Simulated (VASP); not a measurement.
# Os (Fd-3m) in VASP: further runs, part 2 of 2

VASP 6.6.1. The steps go on from the part before.

### Step 3. Relaxation of cell and atoms, b88 exchange, pbe correlation

This run uses another cell than the first one, of 18.19 Å³/atom.

Contents of INCAR:

```
SYSTEM = Os
PREC = Accurate
ENCUT = 600
EDIFF = 1E-7
ISMEAR = -1
SIGMA = 0.1
LREAL = .FALSE.
LASPH = .TRUE.
NELM = 120
ALGO = Normal
ISIF = 3
LWAVE = .FALSE.
LCHARG = .FALSE.
GGA = LIBXC
LIBXC1 = GGA_X_B88
LIBXC2 = GGA_C_PBE
IBRION = 2
NSW = 80
EDIFFG = -0.02
GGA_COMPAT = .FALSE.
NELMIN = 4
```

Contents of KPOINTS:

```
regular mesh
0
G
  8 8 8
  0 0 0
```

Contents of POSCAR:

```
Os
1.0
    0.0000000000      2.6300000000      2.6300000000
    2.6300000000      0.0000000000      2.6300000000
    2.6300000000      2.6300000000      0.0000000000
Os
2
Direct
    1.0000000000      1.0000000000      1.0000000000
    0.2500000000      0.2500000000      0.2500000000
```

Potentials or basis: VASP PAW PBE potentials, release 64 (Os).

Started as:

```bash
> cat potpaw_PBE.64/Os/POTCAR > POTCAR
> mpirun -np 1 vasp_std > vasp.out
```

OUTCAR:

```text
SYSTEM = Os
   PREC = Accurate
   ENCUT = 600
   EDIFF = 1E-7
   ISMEAR = -1
   LREAL = .FALSE.
   LASPH = .TRUE.
   NELM = 120
   ISIF = 3
   GGA = LIBXC
   IBRION = 2
   NSW = 80
   EDIFFG = -0.02
   NELMIN = 4

 ion  position               nearest neighbor table
   1  0.000  0.000  0.000-   2 2.28   2 2.28   2 2.28   2 2.28
   2  0.250  0.250  0.250-   1 2.28   1 2.28   1 2.28   1 2.28

  LATTYP: Found a face centered cubic cell.
 ALAT       =     5.2600000000

  Lattice vectors:

 A1 = (   0.0000000000,   2.6300000000,   2.6300000000)
 A2 = (   2.6300000000,   0.0000000000,   2.6300000000)
 A3 = (   2.6300000000,   2.6300000000,   0.0000000000)

Analysis of symmetry for initial positions (statically):
=====================================================================
 Subroutine PRICEL returns:
 Original cell was already a primitive cell.

 Routine SETGRP: Setting up the symmetry group for a
 face centered cubic supercell.

 Subroutine GETGRP returns: Found 48 space group operations
 (whereof 24 operations were pure point group operations)
 out of a pool of 48 trial point group operations.

The static configuration has the point symmetry T_d .
[... 145 lines left out ...]
   LRPA    =     F    only Hartree local field effects (RPA)
 conjugate gradient relaxation of ions
 non-spin polarized calculation
  energy-cutoff  :      600.00
  volume of cell :       36.38
 maximum number of plane-waves:      1243
 NGX is ok and might be reduce to    30
   NGX = 15   NGY = 15   NGZ = 15

--------------------------------------- Ionic step        1  -------------------------------------------

 number of electron      16.0000000 magnetization

 Free energy of the ion-electron system (eV)
  ---------------------------------------------------
  ext. energy  EPLUGINS =         0.00000000
  ---------------------------------------------------
  free energy    TOTEN  =       -19.03817465 eV

  energy without entropy =      -18.99946501  energy(sigma->0) =      -19.01881983

------------------------ aborting loop because EDIFF is reached ----------------------------------------

  FORCE on cell =-STRESS in cart. coord.  units (eV):
  Direction    XX          YY          ZZ          XY          YZ          ZX
  --------------------------------------------------------------------------------------
  -------------------------------------------------------------------------------------
  Total       10.4984311     10.4984311     10.4984311      0.0000000     -0.0000000      0.0000000
  in kB      462.3147431    462.3147431    462.3147431      0.0000000     -0.0000000      0.0000000
  external PRESSURE =     462.3147431 kB  Pullay stress =       0.0000000 kB
[... 869 lines left out ...]
--------------------------------------- Ionic step        5  -------------------------------------------

 number of electron      16.0000000 magnetization

 Free energy of the ion-electron system (eV)
  ---------------------------------------------------
  ext. energy  EPLUGINS =         0.00000000
  ---------------------------------------------------
  free energy    TOTEN  =       -19.81495035 eV

  energy without entropy =      -19.76397766  energy(sigma->0) =      -19.78946401

 E-fermi :   4.3945     XC(G=0): -11.2826

 val. band max:        4.2304405001   @ k =   0.2500   0.1250   0.0000
 cond. band min:       4.4039121617   @ k =   0.3750   0.0000   0.0000
 fundamental gap:      0.1734716616
 Fermi energy:         4.3945260526
[... 389 lines left out ...]
  FREE ENERGIE OF THE ION-ELECTRON SYSTEM (eV)
  ---------------------------------------------------
  free  energy   TOTEN  =       -19.8149503525 eV

  energy  without entropy=      -19.7639776614  energy(sigma->0) =      -19.78946401

 reached required accuracy - stopping structural energy minimisation
```

CONTCAR:

```text
Os
   1.00000000000000
     0.0000000000000000    2.7715731868231908    2.7715731868231908
     2.7715731868231908   -0.0000000000000000    2.7715731868231908
     2.7715731868231908    2.7715731868231908    0.0000000000000000
  Os
     2
Direct
     0.0000000000000000    0.0000000000000000    0.0000000000000000
     0.2500000000000000    0.2500000000000000    0.2500000000000000

  0.00000000E+00  0.00000000E+00  0.00000000E+00
  0.00000000E+00  0.00000000E+00  0.00000000E+00
```

Run time: 41 s. Hardware: 1 thread of AMD EPYC 9R45 (Zen 5), shared host; peak memory 0.15 GiB.

What came out:

- Free energy: -19.8150 eV
- Relaxed volume: 21.29 Å³/atom
- Relaxed cell: a = 3.920 Å, b = 3.920 Å, c = 3.920 Å, α = 60.00°, β = 60.00°, γ = 60.00°
- Space group after relaxing (to 0.1 Å): Fd-3m (No. 227)
- Pressure after relaxing: 0.0 GPa
- Band gap on the k mesh: zero (bands 8 and 9 overlap by 1.00 eV)

Final structure:
```yaml
crystal:
  lattice:
    - [0.00000, 2.77157, 2.77157]
    - [2.77157, 0.00000, 2.77157]
    - [2.77157, 2.77157, 0.00000]
  atoms:
    - { symbol: Os, position: [0.00000, 0.00000, 0.00000] }
    - { symbol: Os, position: [0.25000, 0.25000, 0.25000] }
```

Levels at points of the mesh, in eV from the Fermi level:
| k point | band 5 | band 6 | band 7 | band 8 | band 9 | band 10 | band 11 | band 12 |
| --- | --- | --- | --- | --- | --- | --- | --- | --- |
| (0.00, 0.00, 0.00) | -3.57 | -3.57 | -0.55 | -0.55 | -0.55 | 2.54 | 2.54 | 11.30 |
| (0.50, 0.00, 0.00) | -3.80 | -3.80 | -1.49 | 0.38 | 0.38 | 1.84 | 1.84 | 2.87 |
| (0.50, 0.50, 0.00) | -2.83 | -2.83 | -1.28 | -1.28 | 2.20 | 2.20 | 3.39 | 3.39 |

Caveat: the volume moved by over 15 % at a fixed basis, so the end points are rough; the PAW data sets were made with another functional, which shifts forces and pressure a little; spin-orbit coupling is left out, which moves the levels of the heavy elements.

### Step 4. Relaxation of cell and atoms, b88 exchange, pbe correlation

Contents of INCAR:

```
SYSTEM = Os
PREC = Accurate
ENCUT = 600
EDIFF = 1E-7
ISMEAR = -1
SIGMA = 0.1
LREAL = .False.
LASPH = .True.
NELM = 120
ALGO = Normal
ISIF = 3
LWAVE = .False.
LCHARG = .False.
GGA = LIBXC
LIBXC1 = GGA_X_B88
LIBXC2 = GGA_C_PBE
IBRION = 2
NSW = 80
EDIFFG = -0.02
GGA_COMPAT = .False.
NELMIN = 4
```

Contents of KPOINTS:

```
regular mesh
0
Gamma
  8 8 8
  0 0 0
```

Contents of POSCAR:

```
Os
1.0
    0.0000000000      2.7766788399      2.7766788399
    2.7766788399      0.0000000000      2.7766788399
    2.7766788399      2.7766788399      0.0000000000
Os
2
Direct
    1.0000000000      1.0000000000      1.0000000000
    0.2500000000      0.2500000000      0.2500000000
```

Potentials or basis: VASP PAW PBE potentials, release 64 (Os).

Started as:

```bash
> cat potpaw_PBE.64/Os/POTCAR > POTCAR
> mpirun -np 1 vasp_std > vasp.out
```

OUTCAR:

```text
SYSTEM = Os
   PREC = Accurate
   ENCUT = 600
   EDIFF = 1E-7
   ISMEAR = -1
   LREAL = .False.
   LASPH = .True.
   NELM = 120
   ISIF = 3
   GGA = LIBXC
   IBRION = 2
   NSW = 80
   EDIFFG = -0.02
   NELMIN = 4

 ion  position               nearest neighbor table
   1  0.000  0.000  0.000-   2 2.40   2 2.40   2 2.40   2 2.40
   2  0.250  0.250  0.250-   1 2.40   1 2.40   1 2.40   1 2.40

  LATTYP: Found a face centered cubic cell.
 ALAT       =     5.5533576798

  Lattice vectors:

 A1 = (   0.0000000000,   2.7766788399,   2.7766788399)
 A2 = (   2.7766788399,   0.0000000000,   2.7766788399)
 A3 = (   2.7766788399,   2.7766788399,   0.0000000000)

Analysis of symmetry for initial positions (statically):
=====================================================================
 Subroutine PRICEL returns:
 Original cell was already a primitive cell.

 Routine SETGRP: Setting up the symmetry group for a
 face centered cubic supercell.

 Subroutine GETGRP returns: Found 48 space group operations
 (whereof 24 operations were pure point group operations)
 out of a pool of 48 trial point group operations.

The static configuration has the point symmetry T_d .
 The point group associated with its full space group is O_h .

Analysis of symmetry for dynamics (positions and initial velocities):
=====================================================================
 Subroutine PRICEL returns:
 Original cell was already a primitive cell.

 Routine SETGRP: Setting up the symmetry group for a
 face centered cubic supercell.

 Subroutine GETGRP returns: Found 48 space group operations
 (whereof 24 operations were pure point group operations)
 out of a pool of 48 trial point group operations.

The dynamic configuration has the point symmetry T_d .
 The point group associated with its full space group is O_h .

 Subroutine INISYM returns: Found 48 space group operations
 (whereof 24 operations are pure point group operations),
 and found     1 'primitive' translations
[... 134 lines left out ...]

 number of electron      15.9999999 magnetization

 Free energy of the ion-electron system (eV)
  ---------------------------------------------------
  ext. energy  EPLUGINS =         0.00000000
  ---------------------------------------------------
  free energy    TOTEN  =       -19.81612776 eV

  energy without entropy =      -19.76465678  energy(sigma->0) =      -19.79039227

------------------------ aborting loop because EDIFF is reached ----------------------------------------

  FORCE on cell =-STRESS in cart. coord.  units (eV):
  Direction    XX          YY          ZZ          XY          YZ          ZX
  --------------------------------------------------------------------------------------
  -------------------------------------------------------------------------------------
  Total       -0.2802215     -0.2802215     -0.2802215      0.0000000      0.0000000     -0.0000000
  in kB      -10.4858864    -10.4858864    -10.4858864      0.0000000      0.0000000     -0.0000000
  external PRESSURE =     -10.4858864 kB  Pullay stress =       0.0000000 kB
[... 59 lines left out ...]
--------------------------------------- Ionic step        3  -------------------------------------------

 number of electron      15.9999999 magnetization

 Free energy of the ion-electron system (eV)
  ---------------------------------------------------
  ext. energy  EPLUGINS =         0.00000000
  ---------------------------------------------------
  free energy    TOTEN  =       -19.81685897 eV

  energy without entropy =      -19.76585378  energy(sigma->0) =      -19.79135638

 E-fermi :   4.3908     XC(G=0): -11.2807

 val. band max:        4.2268297334   @ k =   0.2500   0.1250   0.0000
 cond. band min:       4.4001094169   @ k =   0.3750   0.0000   0.0000
 fundamental gap:      0.1732796835
 Fermi energy:         4.3908395507

 k-point     1 :       0.0000    0.0000    0.0000
  band No.  band energies     occupation
      1      -3.1894      2.00000
      2       0.2036      2.00000
      3       0.2036      2.00000
      4       0.8242      2.00000
      5       0.8242      2.00000
      6       0.8242      2.00000
      7       3.8371      1.99216
      8       3.8371      1.99216
      9       3.8371      1.99216
     10       6.9342      0.00000
     11       6.9342      0.00000
     12      15.6898      0.00000
[... 331 lines left out ...]
 k-point    24 :      -0.3750    0.2500    0.1250
  band No.  band energies     occupation
      1      -0.4052      2.00000
      2      -0.3220      2.00000
      3       0.0616      2.00000
      4       0.5946      2.00000
      5       1.3326      2.00000
      6       1.5231      2.00000
      7       3.3524      1.99994
      8       3.8313      1.99260
      9       4.9078      0.01130
     10       6.3339      0.00000
     11       6.6947      0.00000
     12       7.2684      0.00000

 [... further k-points ...]

------------------------ aborting loop because EDIFF is reached ----------------------------------------

  FORCE on cell =-STRESS in cart. coord.  units (eV):
  Direction    XX          YY          ZZ          XY          YZ          ZX
  --------------------------------------------------------------------------------------
  -------------------------------------------------------------------------------------
  Total        0.0011995      0.0011995      0.0011995      0.0000000      0.0000000      0.0000000
  in kB        0.0451179      0.0451179      0.0451179      0.0000000      0.0000000      0.0000000
  external PRESSURE =       0.0451179 kB  Pullay stress =       0.0000000 kB
[... 17 lines left out ...]
  FREE ENERGIE OF THE ION-ELECTRON SYSTEM (eV)
  ---------------------------------------------------
  free  energy   TOTEN  =       -19.8168589735 eV

  energy  without entropy=      -19.7658537796  energy(sigma->0) =      -19.79135638

 reached required accuracy - stopping structural energy minimisation
```

OSZICAR:

```text
N       E                     dE             d eps       ncg     rms          rms(c)
DAV:   1     0.110398472382E+03    0.11040E+03   -0.78966E+03   696   0.135E+03
DAV:   2    -0.935537864242E+01   -0.11975E+03   -0.10673E+03   724   0.383E+02
DAV:   3    -0.202813750879E+02   -0.10926E+02   -0.97312E+01   960   0.875E+01
DAV:   4    -0.205665681929E+02   -0.28519E+00   -0.28282E+00   780   0.160E+01
[... 24 lines left out ...]
DAV:   4    -0.198168413669E+02   -0.94700E-04   -0.41602E-04   744   0.142E-01    0.213E-02
DAV:   5    -0.198168568826E+02   -0.15516E-04   -0.99007E-05  1008   0.101E-01    0.242E-02
DAV:   6    -0.198168590321E+02   -0.21495E-05   -0.92360E-06   732   0.198E-02    0.854E-03
DAV:   7    -0.198168590415E+02   -0.93964E-08   -0.18493E-06   972   0.107E-02    0.399E-04
DAV:   8    -0.198168589735E+02    0.67997E-07   -0.13226E-08   396   0.117E-03
   3 F= -.19816859E+02 E0= -.19791356E+02  d E =-.731216E-03
```

CONTCAR:

```text
Os
   1.00000000000000
     0.0000000000000000    2.7719239117905259    2.7719239117905259
     2.7719239117905259    0.0000000000000000    2.7719239117905259
     2.7719239117905259    2.7719239117905259    0.0000000000000000
  Os
     2
Direct
     0.0000000000000000    0.0000000000000000    0.0000000000000000
     0.2500000000000000    0.2500000000000000    0.2500000000000000

  0.00000000E+00  0.00000000E+00  0.00000000E+00
  0.00000000E+00  0.00000000E+00  0.00000000E+00
```

Run time: 25 s. Hardware: 1 thread of AMD EPYC 9R45 (Zen 5), shared host; peak memory 0.15 GiB.

What came out:

| Quantity | Value |
| --- | --- |
| Free energy | -19.8169 eV |
| Relaxed volume | 21.30 Å³/atom |
| Relaxed cell | a = 3.920 Å, b = 3.920 Å, c = 3.920 Å, α = 60.00°, β = 60.00°, γ = 60.00° |
| Space group after relaxing (to 0.1 Å) | Fd-3m (No. 227) |
| Energy gained by relaxing | 0.4 meV/atom |
| Ionic steps | 3 |
| Pressure after relaxing | 0.0 GPa |
| Band gap on the k mesh | zero (bands 8 and 9 overlap by 1.00 eV) |

The path:
```csv
step,energy change (eV),largest force (eV/Å),pressure (GPa),volume (Å³)
1,0.0000,0.0000,-1.05,42.82
2,0.0057,0.0000,3.26,41.95
3,-0.0007,0.0000,0.00,42.60
```

Final structure:
```
Os
1.0
     0.00000    2.77192    2.77192
     2.77192    0.00000    2.77192
     2.77192    2.77192    0.00000
Os
2
Direct
  0.00000 0.00000 0.00000
  0.25000 0.25000 0.25000
```

Levels at points of the mesh, in eV from the Fermi level:
| k point | band 5 | band 6 | band 7 | band 8 | band 9 | band 10 | band 11 | band 12 |
| --- | --- | --- | --- | --- | --- | --- | --- | --- |
| (0.00, 0.00, 0.00) | -3.57 | -3.57 | -0.55 | -0.55 | -0.55 | 2.54 | 2.54 | 11.30 |
| (0.50, 0.00, 0.00) | -3.80 | -3.80 | -1.49 | 0.38 | 0.38 | 1.84 | 1.84 | 2.87 |
| (0.50, 0.50, 0.00) | -2.83 | -2.83 | -1.28 | -1.28 | 2.20 | 2.20 | 3.39 | 3.39 |

Caveat: the PAW data sets were made with another functional, which shifts forces and pressure a little; spin-orbit coupling is left out, which moves the levels of the heavy elements.

### Step 5. The runs side by side

| task | cell | gap on the mesh (eV) | pressure (GPa) | relaxed volume (Å³/atom) |
| --- | --- | --- | --- | --- |
| single point | a = 3.927 Å, angles 60.0°, 2 atoms | none | -1.1 | - |
| relaxation of cell and atoms | relaxed from a = 3.719 Å, angles 60.0°, 2 atoms | none | 0.0 | 21.29 |
| relaxation of cell and atoms | relaxed from a = 3.927 Å, angles 60.0°, 2 atoms | none | 0.0 | 21.30 |

Alike in all rows: level b88 exchange, pbe correlation; potentials or basis VASP PAW PBE potentials, release 64 (Os); no spin polarisation; k mesh 8 × 8 × 8; cutoff (eV) 600; smearing fermi-dirac 0.1 eV.

Caveats: the PAW data sets were made with another functional, which shifts forces and pressure a little; spin-orbit coupling is left out, which moves the levels of the heavy elements; the volume moved by over 15 % at a fixed basis, so the end points are rough (at least some runs).

Absolute energies hang on the potentials; compare differences alone.
